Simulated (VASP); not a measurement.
# CuI (Cmcm) in VASP: further runs, part 2 of 2

VASP 6.6.1. The steps go on from the part before.

### 4 Electric field gradients, LDA (zz strain of +3 %)

INCAR

```
ALGO = Normal
EDIFF = 1E-8
ENCUT = 520
ISIF = 2
ISMEAR = -1
LASPH = T
LCHARG = F
LEFG = T
LREAL = F
LWAVE = F
NBANDS = 26
NELM = 100
PREC = Accurate
SIGMA = 0.02
```

KPOINTS

```
k-points
0
Gamma
  5 5 6
```

POSCAR

```
CuI
1.0
    3.7331675900     -3.7110863700      0.0000000000
    3.7331675900      3.7110863700      0.0000000000
    0.0000000000      0.0000000000      4.4362076001
Cu I
2 2
Direct
    0.4204388300      0.5795611700      0.7500000000
    0.5795611700      0.4204388300      0.2500000000
    0.7700426800      0.2299573200      0.7500000000
    0.2299573200      0.7700426800      0.2500000000
```

Potentials or basis: VASP PAW LDA potentials, release 64 (Cu, I).

Launch:

```bash
cat potpaw_LDA.64/Cu/POTCAR potpaw_LDA.64/I/POTCAR > POTCAR
mpirun -np 1 vasp_std > vasp.out
```

OUTCAR:

```text
EDIFF = 1E-8
   ENCUT = 520
   ISIF = 2
   ISMEAR = -1
   LASPH = T
   LREAL = F
   NELM = 100
   PREC = Accurate

 ion  position               nearest neighbor table
   1  0.420  0.580  0.750-   2 2.51   2 2.51   3 2.59   4 2.63   4 2.63
   2  0.580  0.420  0.250-   1 2.51   1 2.51   4 2.59   3 2.63   3 2.63
   3  0.770  0.230  0.750-   1 2.59   2 2.63   2 2.63
   4  0.230  0.770  0.250-   2 2.59   1 2.63   1 2.63

  LATTYP: Found a base centered orthorhombic cell.
 ALAT       =     7.4221727400
 B/A-ratio  =     1.0059500690
 C/A-ratio  =     0.5976966254

  Lattice vectors:

 A1 = (  -3.7331675900,  -3.7110863700,   0.0000000000)
 A2 = (   3.7331675900,  -3.7110863700,   0.0000000000)
 A3 = (   0.0000000000,   0.0000000000,   4.4362076001)

Analysis of symmetry for initial positions (statically):
=====================================================================
[... 903 lines left out ...]
      3.73317      0.59052      3.32716         0.000000     -0.085007     -0.000000
      3.73317     -0.59052      1.10905         0.000000      0.085007      0.000000
      3.73317     -2.00430      3.32716         0.000000      0.571102      0.000000
      3.73317      2.00430      1.10905         0.000000     -0.571102      0.000000
 -----------------------------------------------------------------------------------
    total drift:                                0.000000     -0.000000      0.000000

  FREE ENERGIE OF THE ION-ELECTRON SYSTEM (eV)
  ---------------------------------------------------
  free  energy   TOTEN  =       -13.3829858307 eV

  energy  without entropy=      -13.3829858307  energy(sigma->0) =      -13.38298583

 Electric field gradients (V/A^2)
---------------------------------------------------------------------
 ion       V_xx      V_yy      V_zz      V_xy      V_xz      V_yz
---------------------------------------------------------------------
   1      49.825   -16.151   -33.674     0.000    -0.000     0.000
   2      49.825   -16.151   -33.674    -0.000     0.000     0.000
   3    -419.799   291.884   127.915    -0.000     0.000    -0.000
   4    -419.799   291.884   127.915     0.000    -0.000    -0.000
---------------------------------------------------------------------

 Electric field gradients after diagonalization (V/A^2)
 (convention: |V_zz| > |V_xx| > |V_yy|)
----------------------------------------------------------------------
 ion       V_xx      V_yy      V_zz     asymmetry (V_yy - V_xx)/ V_zz
----------------------------------------------------------------------
   1     -33.674   -16.151    49.825       0.352
   2     -33.674   -16.151    49.825       0.352
   3     291.884   127.915  -419.799       0.391
   4     291.884   127.915  -419.799       0.391
----------------------------------------------------------------------

           NMR quadrupolar parameters

 Cq : quadrupolar parameter    Cq=e*Q*V_zz/h
 eta: asymmetry parameters     (V_yy - V_xx)/ V_zz
 Q  : nuclear electric quadrupole moment in mb (millibarn)
----------------------------------------------------------------------
 ion       Cq(MHz)       eta       Q (mb)
----------------------------------------------------------------------
   1       0.120       0.352       1.000
   2       0.120       0.352       1.000
   3      -1.015       0.391       1.000
   4      -1.015       0.391       1.000
----------------------------------------------------------------------
```

stdout:

```text
POSCAR found type information on POSCAR CuI
 POSCAR found :  2 types and       4 ions
 scaLAPACK will be used
 LDA part: xc-table for (Slater(with rela. corr.)+CA(PZ))
 , standard interpolation
 POSCAR, INCAR and KPOINTS ok, starting setup
 FFT: planning ... GRIDC
 FFT: planning ... GRID_SOFT
 FFT: planning ... GRID
 WAVECAR not read
 entering main loop
ion   1

ion   2

ion   3

ion   4
```

Wall time 4.4 min (1 thread of AMD EPYC 7R13, shared host); peak memory 0.23 GiB.

What came out:

```yaml
Free_energy: -13.3830 eV
Pressure: -4.3 GPa
Largest_force: 0.571 eV/Å
Band_gap_on_the_k_mesh: 0.91 eV, direct
```

Forces in eV/Å, atoms in the order of the input:
```
Cu   0.000 -0.085  0.000
Cu   0.000  0.085  0.000
I    0.000  0.571  0.000
I    0.000 -0.571  0.000
```

Stress tensor (GPa, compression positive):
```
-1.41  0.00  0.00
 0.00 -4.64  0.00
 0.00  0.00 -6.93
```

Electric field gradients, principal values (V/Å²):
```tsv
atom	least	middle	greatest (by size)
1 Cu	-16.151	-33.674	49.825
2 Cu	-16.151	-33.674	49.825
3 I	127.915	291.884	-419.799
4 I	127.915	291.884	-419.799
```

Caveat: the cell differs from its parent crystal (zz strain of +3 %); without QUAD_EFG the Cq values of the log hold for a quadrupole moment of 1 mb, not for the nuclei; spin-orbit coupling is left out, which moves the levels of the heavy elements.

### 5 Electric field gradients, LDA (volume scaled by 1.01)

INCAR

```
SYSTEM = CuI
  PREC = Accurate
  ENCUT = 520
  EDIFF = 1E-8
  ISMEAR = -1
  SIGMA = 0.02
  LREAL = .FALSE.
  LASPH = .TRUE.
  NELM = 80
  ALGO = Normal
  ISIF = 2
  LWAVE = .FALSE.
  LCHARG = .FALSE.
  LEFG = .TRUE.
  NBANDS = 26
```

KPOINTS

```
Automatic mesh
0
G
  5 5 6
  0 0 0
```

POSCAR

```
CuI
1.0
    3.7455702312     -3.7234156512      0.0000000000
    3.7455702312      3.7234156512      0.0000000000
    0.0000000000      0.0000000000      4.3213067375
Cu I
2 2
Direct
    0.4204388300      0.5795611700      0.7500000000
    0.5795611700      0.4204388300      0.2500000000
    0.7700426800      0.2299573200      0.7500000000
    0.2299573200      0.7700426800      0.2500000000
```

Potentials or basis: VASP PAW LDA potentials, release 64 (Cu, I).

Launch:

```bash
cat potpaw_LDA.64/Cu/POTCAR potpaw_LDA.64/I/POTCAR > POTCAR
mpirun -np 1 vasp_std > vasp.out
```

OUTCAR:

```text
SYSTEM = CuI
   PREC = Accurate
   ENCUT = 520
   EDIFF = 1E-8
   ISMEAR = -1
   LREAL = .FALSE.
   LASPH = .TRUE.
   NELM = 80
   ISIF = 2

 ion  position               nearest neighbor table
   1  0.420  0.580  0.750-   2 2.46   2 2.46   4 2.58   4 2.58   3 2.60
   2  0.580  0.420  0.250-   1 2.46   1 2.46   3 2.58   3 2.58   4 2.60
   3  0.770  0.230  0.750-   2 2.58   2 2.58   1 2.60
   4  0.230  0.770  0.250-   1 2.58   1 2.58   2 2.60

  LATTYP: Found a base centered orthorhombic cell.
 ALAT       =     7.4468313024
 B/A-ratio  =     1.0059500690
 C/A-ratio  =     0.5802879859

  Lattice vectors:

 A1 = (  -3.7455702312,  -3.7234156512,   0.0000000000)
 A2 = (   3.7455702312,  -3.7234156512,   0.0000000000)
 A3 = (   0.0000000000,   0.0000000000,   4.3213067375)

Analysis of symmetry for initial positions (statically):
=====================================================================
 Subroutine PRICEL returns:
 Original cell was already a primitive cell.

 Routine SETGRP: Setting up the symmetry group for a
 base centered orthorhombic supercell.

 Subroutine GETGRP returns: Found  8 space group operations
 (whereof  4 operations were pure point group operations)
 out of a pool of  8 trial point group operations.

The static configuration has the point symmetry C_2h.
 The point group associated with its full space group is D_2h.

Analysis of symmetry for dynamics (positions and initial velocities):
=====================================================================
 Subroutine PRICEL returns:
 Original cell was already a primitive cell.

 Routine SETGRP: Setting up the symmetry group for a
 base centered orthorhombic supercell.

 Subroutine GETGRP returns: Found  8 space group operations
 (whereof  4 operations were pure point group operations)
 out of a pool of  8 trial point group operations.

The dynamic configuration has the point symmetry C_2h.
 The point group associated with its full space group is D_2h.

 Subroutine INISYM returns: Found  8 space group operations
 (whereof  4 operations are pure point group operations),
 and found     1 'primitive' translations

----------------------------------------------------------------------------------------

                                     Primitive cell

  volume of cell :     120.5326

  direct lattice vectors                    reciprocal lattice vectors
     3.745570231 -3.723415651  0.000000000     0.133491022 -0.134285303  0.000000000
     3.745570231  3.723415651  0.000000000     0.133491022  0.134285303  0.000000000
     0.000000000  0.000000000  4.321306737     0.000000000  0.000000000  0.231411483

  length of vectors
     5.281393800  5.281393800  4.321306737     0.189347289  0.189347289  0.231411483

  position of ions in fractional coordinates (direct lattice)
     0.420438830  0.579561170  0.750000000
     0.579561170  0.420438830  0.250000000
     0.770042680  0.229957320  0.750000000
     0.229957320  0.770042680  0.250000000

  ion indices of the primitive-cell ions
[... 90 lines left out ...]
   EMIN   =  10.00;   EMAX   =-10.00  energy-range for DOS
   EFERMI =   0.00;   METHOD = LEGACY
   ISMEAR =    -1;   SIGMA  =   0.02  broadening in eV -4-tet -1-fermi 0-gaus
   EFERMI_NEDOS =   21; number of points for ismear=-14 and -15
   IALGO  =     38    algorithm
   IMIX   =      4    mixing-type and parameters
     AMIX     =   0.40;   BMIX     =  1.00
     AMIX_MAG =   1.60;   BMIX_MAG =  1.00
  volume/ion in A,a.u.               =      30.13       203.35
  Fermi-wavevector in a.u.,A,eV,Ry     =   1.094311  2.067948 16.293206  1.197517
  Thomas-Fermi vector in A             =   2.230613
   LORBIT       =      0    0 simple, 1 ext, 2 COOP (PROOUT), +10 PAW based schemes
   GGA     = CA    functional components
   LHFCALC =     F    Hartree Fock is set to
   AEXX    =    0.0000 exact exchange contribution
   IVDW    =     0    specifies the selected vdW correction
   LEPSILON=     F    determine dielectric tensor
   LRPA    =     F    only Hartree local field effects (RPA)
 non-spin polarized calculation
  energy-cutoff  :      520.00
  volume of cell :      120.53
 maximum number of plane-waves:      3270
   NGX = 19   NGY = 19   NGZ = 17

 number of electron      35.9999976 magnetization

 Free energy of the ion-electron system (eV)
  ---------------------------------------------------
  ext. energy  EPLUGINS =         0.00000000
  ---------------------------------------------------
  free energy    TOTEN  =       -13.48479380 eV

  energy without entropy =      -13.48479380  energy(sigma->0) =      -13.48479380

 E-fermi :   3.8610     XC(G=0):  -8.9323

 val. band max:        3.4803764917   @ k =   0.0000   0.0000   0.0000
 cond. band min:       4.3675686871   @ k =   0.0000   0.0000   0.0000
 fundamental gap:      0.8871921954
 Fermi energy:         3.8610432822

 k-point     1 :       0.0000    0.0000    0.0000
  band No.  band energies     occupation
      1     -10.2969      2.00000
      2      -9.5725      2.00000
      3      -2.0078      2.00000
      4      -0.6954      2.00000
      5      -0.4806      2.00000
      6      -0.3717      2.00000
[... 685 lines left out ...]
     25      10.9657      0.00000
     26      11.4558      0.00000

 [... further k-points ...]

------------------------ aborting loop because EDIFF is reached ----------------------------------------

  FORCE on cell =-STRESS in cart. coord.  units (eV):
  Direction    XX          YY          ZZ          XY          YZ          ZX
  --------------------------------------------------------------------------------------
  -------------------------------------------------------------------------------------
  Total       -0.9168448     -2.9667711     -3.4908274      0.0000000      0.0000000      0.0000000
  in kB      -12.1871419    -39.4357469    -46.4017551      0.0000000      0.0000000      0.0000000
  external PRESSURE =     -32.6748813 kB  Pullay stress =       0.0000000 kB

 VOLUME and BASIS-vectors are now :
 -----------------------------------------------------------------------------
  energy-cutoff  :      520.00
  volume of cell :      120.53
      direct lattice vectors                 reciprocal lattice vectors
     3.745570231 -3.723415651  0.000000000     0.133491022 -0.134285303  0.000000000
     3.745570231  3.723415651  0.000000000     0.133491022  0.134285303  0.000000000
     0.000000000  0.000000000  4.321306737     0.000000000  0.000000000  0.231411483

 POSITION                                       TOTAL-FORCE (eV/Angst)
 -----------------------------------------------------------------------------------
      3.74557      0.59248      3.24098         0.000000     -0.045481      0.000000
      3.74557     -0.59248      1.08033         0.000000      0.045481     -0.000000
      3.74557     -2.01096      3.24098         0.000000      0.453146     -0.000000
      3.74557      2.01096      1.08033         0.000000     -0.453146     -0.000000
 -----------------------------------------------------------------------------------
    total drift:                                0.000000     -0.000000      0.000000

  FREE ENERGIE OF THE ION-ELECTRON SYSTEM (eV)
  ---------------------------------------------------
  free  energy   TOTEN  =       -13.4847938007 eV

  energy  without entropy=      -13.4847938006  energy(sigma->0) =      -13.48479380

 Electric field gradients (V/A^2)
---------------------------------------------------------------------
 ion       V_xx      V_yy      V_zz      V_xy      V_xz      V_yz
---------------------------------------------------------------------
   1      55.923   -15.102   -40.821     0.000    -0.000     0.000
   2      55.923   -15.102   -40.821     0.000    -0.000     0.000
   3    -414.895   307.542   107.353    -0.000     0.000    -0.000
   4    -414.895   307.542   107.353    -0.000    -0.000    -0.000
---------------------------------------------------------------------

 Electric field gradients after diagonalization (V/A^2)
 (convention: |V_zz| > |V_xx| > |V_yy|)
----------------------------------------------------------------------
 ion       V_xx      V_yy      V_zz     asymmetry (V_yy - V_xx)/ V_zz
----------------------------------------------------------------------
   1     -40.821   -15.102    55.923       0.460
   2     -40.821   -15.102    55.923       0.460
   3     307.542   107.353  -414.895       0.483
   4     307.542   107.353  -414.895       0.483
----------------------------------------------------------------------

           NMR quadrupolar parameters

 Cq : quadrupolar parameter    Cq=e*Q*V_zz/h
 eta: asymmetry parameters     (V_yy - V_xx)/ V_zz
 Q  : nuclear electric quadrupole moment in mb (millibarn)
----------------------------------------------------------------------
 ion       Cq(MHz)       eta       Q (mb)
----------------------------------------------------------------------
   1       0.135       0.460       1.000
   2       0.135       0.460       1.000
   3      -1.003       0.483       1.000
   4      -1.003       0.483       1.000
----------------------------------------------------------------------
```

OSZICAR:

```text
N       E                     dE             d eps       ncg     rms          rms(c)
[... 13 lines left out ...]
DAV:  14    -0.134847957436E+02    0.71346E-06   -0.27214E-06  3010   0.450E-02    0.569E-02
DAV:  15    -0.134847943684E+02    0.13751E-05   -0.44629E-06  2938   0.289E-02    0.417E-02
DAV:  16    -0.134847941061E+02    0.26229E-06   -0.54530E-07  2970   0.148E-02    0.306E-02
DAV:  17    -0.134847939358E+02    0.17031E-06   -0.23915E-07  2880   0.939E-03    0.187E-02
DAV:  18    -0.134847938494E+02    0.86441E-07   -0.47771E-08  1974   0.135E-03    0.107E-02
DAV:  19    -0.134847938103E+02    0.39082E-07   -0.59326E-08  2362   0.127E-03    0.345E-03
DAV:  20    -0.134847937983E+02    0.11995E-07   -0.18141E-08  1582   0.314E-03    0.828E-04
DAV:  21    -0.134847938007E+02   -0.23674E-08   -0.24367E-08  1658   0.101E-03
   1 F= -.13484794E+02 E0= -.13484794E+02  d E =-.307152E-10
```

Run time: 94 s. Hardware: 1 thread of Intel Xeon Platinum 8488C (Sapphire Rapids), shared host; peak memory 0.24 GiB.

Results:

```
Free energy            : -13.4848 eV
Pressure               : -3.3 GPa
Largest force          : 0.453 eV/Å
Band gap on the k mesh : 0.89 eV, direct
```

Forces on the atoms (eV/Å):
```
Cu   0.000 -0.045  0.000
Cu   0.000  0.045  0.000
I    0.000  0.453  0.000
I    0.000 -0.453  0.000
```

Stress tensor (GPa, compression positive):
```
-1.22  0.00  0.00
 0.00 -3.94  0.00
 0.00  0.00 -4.64
```

Electric field gradients, principal values (V/Å²):
| atom | least | middle | greatest (by size) |
| --- | --- | --- | --- |
| 1 Cu | -15.102 | -40.821 | 55.923 |
| 2 Cu | -15.102 | -40.821 | 55.923 |
| 3 I | 107.353 | 307.542 | -414.895 |
| 4 I | 107.353 | 307.542 | -414.895 |

Caveat: without QUAD_EFG the Cq values of the log hold for a quadrupole moment of 1 mb, not for the nuclei; spin-orbit coupling is left out, which moves the levels of the heavy elements. A k mesh can miss the band edges.

### 6 Summary

```csv
cell,gap on the mesh (eV),pressure (GPa),largest force (eV/Å)
"a = 5.264, b = 5.264, c = 4.350 Å, angles 90.0, 90.0, 89.7°, 4 atoms",0.90,-3.4,0.45
"a = 5.264, b = 5.264, c = 4.436 Å, angles 90.0, 90.0, 89.7°, 4 atoms",0.91,-4.3,0.57
"a = 5.281, b = 5.281, c = 4.321 Å, angles 90.0, 90.0, 89.7°, 4 atoms",0.89,-3.3,0.45
```

Alike in all rows: task electric field gradients; level LDA; potentials or basis VASP PAW LDA potentials, release 64 (Cu, I); no spin polarisation; k mesh 5 × 5 × 6; cutoff (eV) 520; smearing fermi-dirac 0.02 eV.

Caveats: spin-orbit coupling is left out, which moves the levels of the heavy elements.

Absolute energies hang on the potentials; compare differences alone.
